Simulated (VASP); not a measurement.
Here is a VASP 6.6.1 calculation.

File INCAR:

```
  PREC = Accurate
  ENCUT = 520
  EDIFF = 1E-7
  ISMEAR = 0
  SIGMA = 0.05
  LREAL = F
  LASPH = T
  NELM = 80
  ALGO = Normal
  ISIF = 2
  LWAVE = F
  LCHARG = F
  GGA = PE
  NBANDS = 19
```

The input KPOINTS:

```
regular mesh
0
Gamma
  6 6 6
```

The input POSCAR:

```
SrCl2
1.0
    0.0000000000      3.0448647098      4.5672970648
    3.0448647098      0.0000000000      4.5672970648
    3.0448647098      3.0448647098      0.0000000000
Sr Cl
1 2
Direct
    0.0000000000      0.0000000000      0.0000000000
    0.2500000000      0.2500000000      0.2500000000
    0.7500000000      0.7500000000      0.7500000000
```

Potentials or basis: VASP PAW PBE potentials, release 64 (Sr_sv, Cl).

Run with:

```console
$ cat potpaw_PBE.64/Sr_sv/POTCAR potpaw_PBE.64/Cl/POTCAR > POTCAR
$ mpirun -np 1 vasp_std > vasp.out
```

Task: What does it give for the pressure?

Result: 2.3 GPa.

Task: Predict the band gap on the k mesh.

Result: 1.19 eV, indirect (least direct gap 1.66 eV).

Stress tensor (GPa, compression positive):
```
 11.27   0.00   0.00
  0.00  11.27   0.00
  0.00   0.00 -15.73
```

 A k mesh can miss the band edges.
